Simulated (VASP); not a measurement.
AlN, 2 atoms in the cell. The structure is cubic, space group F-43m (No. 216). The conventional cell has a = 4.432 Å, b = 4.432 Å, c = 4.432 Å, α = 90.00°, β = 90.00°, γ = 90.00°. Al (site symmetry -43m) has 4 N at 1.92 Å within 2.5 Å. Within 2.5 Å of N (site symmetry -43m) lie 4 Al at 1.92 Å. 

```yaml
Program: VASP 6.6.1
Task: single point
Functional: PBE
Dispersion: D3(BJ)
Potentials_or_basis: VASP PAW PBE potentials, release 64 (Al, N)
Cutoff: 600 eV
k_mesh: 10 × 10 × 10
Occupations: gaussian, width 0.01 eV
Spin: no spin polarisation
Dipole_correction: no
Further_INCAR_settings: ALGO = Normal; EDIFF = 1e-06; NBANDS = 11
```

Potentials or basis: VASP PAW PBE potentials, release 64 (Al, N).

Command:

```sh
$ cat potpaw_PBE.64/Al/POTCAR potpaw_PBE.64/N/POTCAR > POTCAR
$ mpirun -np 1 vasp_std > vasp.out
```

Hardware: 1 thread of AMD EPYC 9R45 96-Core Processor (Zen 5), with other jobs on the host.

Problem. Estimate the wall time of this run.

Solution. It took 8.9 s on 1 thread of AMD EPYC 9R45 96-Core Processor (Zen 5), on a shared host, peak memory 0.13 GiB. Counts: scf iterations 12, k points 47.
